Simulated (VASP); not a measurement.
GaAs:

```
Ga As
1.0
     0.00000    2.82685    2.82685
     2.82685    0.00000    2.82685
     2.82685    2.82685    0.00000
Ga As
1 1
Direct
  0.00000 0.00000 0.00000
  0.75000 0.75000 0.75000
```

Program: VASP 6.6.1. Alike in all runs: no spin polarisation; cell as given; k mesh 11 × 11 × 11; smearing fermi-dirac 0.05 eV.

Question: Order these runs on this cell by their pressure, lowest first.
A. level LDA; potentials or basis VASP PAW LDA potentials, release 64 (Ga_d, As); cutoff (eV) 500
B. level PBE; potentials or basis VASP PAW PBE potentials, release 64 (Ga_d, As); cutoff (eV) 520
C. level PBEsol; potentials or basis VASP PAW PBE potentials, release 64 (Ga_d, As); cutoff (eV) 500

Answer: A (-1.6 GPa), C (0.4 GPa), B (3.5 GPa).

Caveats: the PAW data sets were made with another functional, which shifts forces and pressure a little (some runs).
